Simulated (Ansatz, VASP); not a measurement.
NiO in VASP and in Ansatz

```
Ni O
1.0
    -0.02091    2.08085    2.08085
     2.08085   -0.02091    2.08085
     2.08085    2.08085   -0.02091
Ni O
1 1
Direct
  0.00000 0.00000 0.00000
  0.50000 0.50000 0.50000
```

Change from the starting cell: equal xy, yz and zx shear strains of -1 %.

Alike in both runs: task single point; functional PBE; k mesh 17 × 17 × 17; occupations fermi-dirac, width 0.03 eV; collinear spin.

|  | VASP | Ansatz |
| --- | --- | --- |
| version | VASP 6.6.1 | Ansatz 0.2.0 |
| potentials or method | VASP PAW PBE potentials, release 64 (Ni, O), cutoff 520 eV | all-electron LAPW, scalar-relativistic |

Ansatz gave:

| Property | Result |
| --- | --- |
| pressure (GPa) | 4.7 |
| traceless stress, the component that is largest in VASP (GPa) | 0.56 |
| net moment per atom (μB) | 0.89 |
| size of the moment on the site where the two differ most (μB) | 1.49 |

Problem. What did VASP give for the same quantities?

Solution. Pressure (GPa): 3.7; traceless stress, the component that is largest in VASP (GPa): 0.57; net moment per atom (μB): 0.86; size of the moment on the site where the two differ most (μB): 1.41.

Site moments also hang on the region over which each program counts them. Ansatz ran all-electron here, and VASP with PAW potentials.
